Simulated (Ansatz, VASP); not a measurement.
AlCo: VASP beside Ansatz

```
Al Co
1.0
     2.77711    0.00000    0.00000
     0.00000    2.77711    0.00000
     0.00000    0.00000    2.81940
Al Co
1 1
Direct
  0.00000 0.00000 0.00000
  0.50000 0.50000 0.50000
```

Change from the starting cell: strain -0.015 along x and y, +0.000 along z, atoms carried along.

Alike in both runs: task single point; functional PBEsol; k mesh 16 × 16 × 16; occupations gaussian, width 0.15 eV; no spin polarisation.

```csv
,VASP,Ansatz
version,VASP 6.6.1,Ansatz 0.2.0
potentials or method,"VASP PAW PBE potentials, release 64 (Al, Co), cutoff 520 eV","scalar-relativistic, plane waves, PAW"
valence electrons in the cell,12,20
```

VASP gave:

| Property | Result |
| --- | --- |
| gap on the k mesh at the Fermi level (eV) | none |
| pressure (GPa) | 7.2 |
| traceless stress, the component that is largest in VASP (GPa) | -1.79 |

Question: Which values does Ansatz return?

Answer: gap on the k mesh at the Fermi level (eV): none; pressure (GPa): 7.1; traceless stress, the component that is largest in VASP (GPa): -1.81.

VASP's potentials were made for PBE, not for PBEsol. A gap of «none» marks a metal or a gap that the smearing closes. With one functional, cell and mesh, what is left measures potentials, basis and numerics. VASP's potentials hold 12 valence electrons a cell and Ansatz's 20, so a difference there can come from the potentials and not from the codes.
